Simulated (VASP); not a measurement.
# Y (P6_3/mmc) in VASP: a series of runs

Runs on Y. Level: PBE. Tasks: single point, relaxation of cell and atoms.

All numbers are computed with VASP 6.6.1; they aren't measurements. Logs are shortened: lines on timing, memory, paths and dates and some standing lists are left out, and cuts for length are marked.

## (1) The cell of the first run

Symmetry: P6_3/mmc, No. 194, hexagonal system. Conventional cell: a = 3.656 Å, b = 3.656 Å, c = 5.682 Å, α = 90.00°, β = 90.00°, γ = 120.00°. Y (site symmetry -6m2) has 12 Y at 3.54 to 3.66 Å within 4.7 Å.

## (2) Single point, PBE

Contents of INCAR:

```
SYSTEM = Y
  PREC = Accurate
  ENCUT = 520
  EDIFF = 1E-7
  ISMEAR = -1
  SIGMA = 0.05
  LREAL = .False.
  LASPH = .True.
  NELM = 60
  ALGO = Normal
  ISIF = 2
  LWAVE = .False.
  LCHARG = .False.
  GGA = PE
  NBANDS = 18
```

Contents of KPOINTS:

```
regular mesh
0
Gamma
  13 13 7
  0 0 0
```

Contents of POSCAR:

```
Y
1.0
    3.6561512519      0.0000000000      0.0000000000
   -1.8280756259      3.1663198642      0.0000000000
    0.0000000000      0.0000000000      5.6824456047
Y
2
Direct
    0.3333333333      0.6666666667      0.2500000000
    0.6666666667      0.3333333333      0.7500000000
```

Potentials or basis: VASP PAW PBE potentials, release 64 (Y_sv).

Command:

```sh
cat potpaw_PBE.64/Y_sv/POTCAR > POTCAR
mpirun -np 1 vasp_std > vasp.out
```

OUTCAR:

```text
SYSTEM = Y
   PREC = Accurate
   ENCUT = 520
   EDIFF = 1E-7
   ISMEAR = -1
   LREAL = .False.
   LASPH = .True.
   NELM = 60
   ISIF = 2
   GGA = PE

 ion  position               nearest neighbor table
   1  0.333  0.667  0.250-   2 3.54   2 3.54   2 3.54   2 3.54   2 3.54   2 3.54
   2  0.667  0.333  0.750-   1 3.54   1 3.54   1 3.54   1 3.54   1 3.54   1 3.54

  LATTYP: Found a hexagonal cell.
 ALAT       =     3.6561512519
 C/A-ratio  =     1.5542151331

  Lattice vectors:

 A1 = (   3.6561512519,   0.0000000000,   0.0000000000)
 A2 = (  -1.8280756259,   3.1663198642,   0.0000000000)
 A3 = (   0.0000000000,   0.0000000000,   5.6824456047)

Analysis of symmetry for initial positions (statically):
=====================================================================
 Subroutine PRICEL returns:
 Original cell was already a primitive cell.

 Routine SETGRP: Setting up the symmetry group for a
 hexagonal supercell.

 Subroutine GETGRP returns: Found 24 space group operations
 (whereof 12 operations were pure point group operations)
 out of a pool of 24 trial point group operations.

The static configuration has the point symmetry D_3d.
 The point group associated with its full space group is D_6h.

Analysis of symmetry for dynamics (positions and initial velocities):
=====================================================================
 Subroutine PRICEL returns:
 Original cell was already a primitive cell.

 Routine SETGRP: Setting up the symmetry group for a
 hexagonal supercell.

 Subroutine GETGRP returns: Found 24 space group operations
 (whereof 12 operations were pure point group operations)
 out of a pool of 24 trial point group operations.

The dynamic configuration has the point symmetry D_3d.
 The point group associated with its full space group is D_6h.

 Subroutine INISYM returns: Found 24 space group operations
 (whereof 12 operations are pure point group operations),
 and found     1 'primitive' translations

----------------------------------------------------------------------------------------

                                     Primitive cell

  volume of cell :      65.7831

  direct lattice vectors                    reciprocal lattice vectors
     3.656151252  0.000000000  0.000000000     0.273511661  0.157912031  0.000000000
    -1.828075626  3.166319864  0.000000000     0.000000000  0.315824062  0.000000000
     0.000000000  0.000000000  5.682445605     0.000000000  0.000000000  0.175980567

  length of vectors
[... 81 lines left out ...]
   NELM   =     60;   NELMIN=  2; NELMDL= -5     # of ELM steps
   EDIFF  = 0.1E-06   stopping-criterion for ELM
   LREAL  =      F    real-space projection
   EDIFFG = 0.1E-05   stopping-criterion for IOM
   NSW    =      0    number of steps for IOM
   IBRION =     -1    ionic relax: 0-MD 1-quasi-New 2-CG
   NFREE  =      0    steps in history (QN), initial steepest desc. (CG)
   ISIF   =      2    stress and relaxation
   ISYM   =      2    0-nonsym 1-usesym 2-fastsym
   POTIM  = 0.5000    time-step for ionic-motion
   TEBEG  =    0.0;   TEEND  =   0.0 temperature during run
   PSTRESS=    0.0 pullay stress
   NELECT =      22.0000    total number of electrons
   NUPDOWN=      -1.0000    fix difference up-down
   EMIN   =  10.00;   EMAX   =-10.00  energy-range for DOS
   EFERMI =   0.00;   METHOD = LEGACY
   ISMEAR =    -1;   SIGMA  =   0.05  broadening in eV -4-tet -1-fermi 0-gaus
   EFERMI_NEDOS =   21; number of points for ismear=-14 and -15
   IALGO  =     38    algorithm
   IMIX   =      4    mixing-type and parameters
     AMIX     =   0.40;   BMIX     =  1.00
     AMIX_MAG =   1.60;   BMIX_MAG =  1.00
  volume/ion in A,a.u.               =      32.89       221.96
  Fermi-wavevector in a.u.,A,eV,Ry     =   1.136347  2.147385 17.568993  1.291285
  Thomas-Fermi vector in A             =   2.273052
   LORBIT       =      0    0 simple, 1 ext, 2 COOP (PROOUT), +10 PAW based schemes
   GGA     = PE    functional components
   LHFCALC =     F    Hartree Fock is set to
   AEXX    =    0.0000 exact exchange contribution
   IVDW    =     0    specifies the selected vdW correction
   LEPSILON=     F    determine dielectric tensor
   LRPA    =     F    only Hartree local field effects (RPA)
 non-spin polarized calculation
  energy-cutoff  :      520.00
  volume of cell :       65.78
 maximum number of plane-waves:      1785
 NGX is ok and might be reduce to    28
   NGX = 13   NGY = 13   NGZ = 21

 number of electron      22.0000000 magnetization

 Free energy of the ion-electron system (eV)
  ---------------------------------------------------
  ext. energy  EPLUGINS =         0.00000000
  ---------------------------------------------------
  free energy    TOTEN  =       -12.88075544 eV

  energy without entropy =      -12.84609197  energy(sigma->0) =      -12.86342371

 E-fermi :   2.9910     XC(G=0):  -9.4215

 val. band max:        2.9817293972   @ k =   0.3846   0.0000   0.0000
 cond. band min:       2.9924072497   @ k =   0.3077   0.0769   0.4286
 fundamental gap:      0.0106778524
 Fermi energy:         2.9909690395

 k-point     1 :       0.0000    0.0000    0.0000
  band No.  band energies     occupation
      1     -39.7028      2.00000
      2     -39.6273      2.00000
      3     -19.9811      2.00000
      4     -19.5090      2.00000
      5     -19.5090      2.00000
      6     -19.4159      2.00000
[... 481 lines left out ...]
      5     -19.5301      2.00000
      6     -19.5161      2.00000
[... 10 lines left out ...]
     17       5.8477      0.00000
     18       5.9596      0.00000

 [... further k-points ...]

------------------------ aborting loop because EDIFF is reached ----------------------------------------

  FORCE on cell =-STRESS in cart. coord.  units (eV):
  Direction    XX          YY          ZZ          XY          YZ          ZX
  --------------------------------------------------------------------------------------
  -------------------------------------------------------------------------------------
  Total       -0.0382439     -0.0382439     -0.0356146     -0.0000000      0.0000000     -0.0000000
  in kB       -0.9314482     -0.9314482     -0.8674097     -0.0000000      0.0000000     -0.0000000
  external PRESSURE =      -0.9101020 kB  Pullay stress =       0.0000000 kB

 VOLUME and BASIS-vectors are now :
 -----------------------------------------------------------------------------
  energy-cutoff  :      520.00
  volume of cell :       65.78
      direct lattice vectors                 reciprocal lattice vectors
     3.656151252  0.000000000  0.000000000     0.273511661  0.157912031  0.000000000
    -1.828075626  3.166319864  0.000000000     0.000000000  0.315824062  0.000000000
     0.000000000  0.000000000  5.682445605     0.000000000  0.000000000  0.175980567

 POSITION                                       TOTAL-FORCE (eV/Angst)
 -----------------------------------------------------------------------------------
     -0.00000      2.11088      1.42061         0.000000     -0.000000      0.000000
      1.82808      1.05544      4.26183        -0.000000      0.000000      0.000000
 -----------------------------------------------------------------------------------
    total drift:                               -0.000000      0.000000     -0.000000

  FREE ENERGIE OF THE ION-ELECTRON SYSTEM (eV)
  ---------------------------------------------------
  free  energy   TOTEN  =       -12.8807554449 eV

  energy  without entropy=      -12.8460919664  energy(sigma->0) =      -12.86342371
```

OSZICAR:

```text
N       E                     dE             d eps       ncg     rms          rms(c)
DAV:   1     0.889649163151E+02    0.88965E+02   -0.11314E+04  3024   0.116E+03
DAV:   2    -0.561994143263E+01   -0.94585E+02   -0.93066E+02  3732   0.259E+02
DAV:   3    -0.130572960134E+02   -0.74374E+01   -0.73757E+01  5236   0.429E+01
DAV:   4    -0.132735903330E+02   -0.21629E+00   -0.21613E+00  3816   0.748E+00
DAV:   5    -0.132789711561E+02   -0.53808E-02   -0.53787E-02  4374   0.897E-01    0.330E+01
DAV:   6    -0.129474320505E+02    0.33154E+00   -0.42894E-01  3338   0.398E+00    0.204E+01
DAV:   7    -0.128924005825E+02    0.55031E-01   -0.84487E-01  3948   0.515E+00    0.183E+00
DAV:   8    -0.128816752443E+02    0.10725E-01   -0.16423E-01  3708   0.228E+00    0.132E+00
DAV:   9    -0.128806587870E+02    0.10165E-02   -0.40863E-03  4198   0.391E-01    0.425E-01
DAV:  10    -0.128808344769E+02   -0.17569E-03   -0.19579E-03  3282   0.389E-01    0.365E-01
DAV:  11    -0.128807608635E+02    0.73613E-04   -0.14062E-04  3866   0.101E-01    0.701E-02
DAV:  12    -0.128807537552E+02    0.71083E-05   -0.30011E-05  3392   0.460E-02    0.124E-02
DAV:  13    -0.128807553040E+02   -0.15488E-05   -0.35346E-06  3664   0.147E-02    0.240E-03
DAV:  14    -0.128807554269E+02   -0.12297E-06   -0.97337E-08  3054   0.229E-03    0.426E-04
DAV:  15    -0.128807554449E+02   -0.18011E-07   -0.14587E-08  1872   0.928E-04
   1 F= -.12880755E+02 E0= -.12863424E+02  d E =-.346635E-01
```

Run time: 88 s. Hardware: 1 thread of Intel Xeon Platinum 8488C (Sapphire Rapids), shared host; peak memory 0.24 GiB.

Results:

```
Free energy            : -12.8808 eV
Pressure               : -0.1 GPa
Band gap on the k mesh : zero (bands 11 and 12 overlap by 1.42 eV)
```

## (3) Single point, PBE

Contents of INCAR:

```
PREC = Accurate
ENCUT = 520
EDIFF = 1E-6
ISMEAR = -1
SIGMA = 0.05
LREAL = F
LASPH = T
NELM = 80
ALGO = Normal
ISIF = 2
LWAVE = F
LCHARG = F
GGA = PE
NBANDS = 18
```

Contents of KPOINTS:

```
regular mesh
0
Gamma
  13 13 7
```

POSCAR is that of step 2.

Potentials or basis: VASP PAW PBE potentials, release 64 (Y_sv).

Command:

```sh
cat potpaw_PBE.64/Y_sv/POTCAR > POTCAR
mpirun -np 1 vasp_std > vasp.out
```

Wall time 74 s (1 thread of Intel Xeon Platinum 8488C (Sapphire Rapids), shared host); peak memory 0.24 GiB.

The run converged. Its results:

- Free energy: -12.8808 eV
- Pressure: -0.1 GPa
- Band gap on the k mesh: zero (bands 11 and 12 overlap by 1.42 eV)

Levels at points of the mesh, in eV from the Fermi level:
```csv
k point,band 7,band 8,band 9,band 10,band 11,band 12,band 13,band 14,band 15,band 16
"(0.00, 0.00, 0.00)",-22.41,-22.37,-4.68,-1.84,0.94,1.73,1.73,2.11,2.36,2.36
```

## (4) Relaxation of cell and atoms, PBE

Contents of INCAR:

```
PREC = Accurate
ENCUT = 600
EDIFF = 1E-7
ISMEAR = -1
SIGMA = 0.05
LREAL = False
LASPH = True
NELM = 80
ALGO = Normal
ISIF = 3
LWAVE = False
LCHARG = False
GGA = PE
IBRION = 2
NSW = 45
EDIFFG = -0.005
```

Contents of KPOINTS:

```
Automatic mesh
0
Gamma
  13 13 7
```

POSCAR is that of step 3.

Command:

```sh
cat potpaw_PBE.64/Y_sv/POTCAR > POTCAR
mpirun -np 1 vasp_std > vasp.out
```

Run time: 2.1 min. Hardware: 1 thread of Intel Xeon Platinum 8488C (Sapphire Rapids), shared host; peak memory 0.28 GiB.

Results (log left out):

```
Free energy                           : -12.8809 eV
Relaxed volume                        : 32.80 Å³/atom
Relaxed cell                          : a = 3.653 Å, b = 3.653 Å, c = 5.677 Å, α = 90.00°, β = 90.00°, γ = 120.00°
Space group after relaxing (to 0.1 Å) : P6_3/mmc (No. 194)
Energy gained by relaxing             : 0.0 meV/atom
Ionic steps                           : 2
Pressure after relaxing               : 0.0 GPa
Band gap on the k mesh                : zero (bands 11 and 12 overlap by 1.43 eV)
```

Final structure:
```yaml
crystal:
  lattice:
    - [3.65272, 0.00000, 0.00000]
    - [-1.82636, 3.16334, 0.00000]
    - [0.00000, 0.00000, 5.67749]
  atoms:
    - { symbol: Y, position: [0.33333, 0.66667, 0.25000] }
    - { symbol: Y, position: [0.66667, 0.33333, 0.75000] }
```

Levels at points of the mesh, in eV from the Fermi level:
```
           k point  band 8  band 9  band 10  band 11  band 12  band 13  band 14  band 15
(0.00, 0.00, 0.00)  -22.36   -4.69    -1.84     0.95     1.74     1.74     2.12     2.36
```
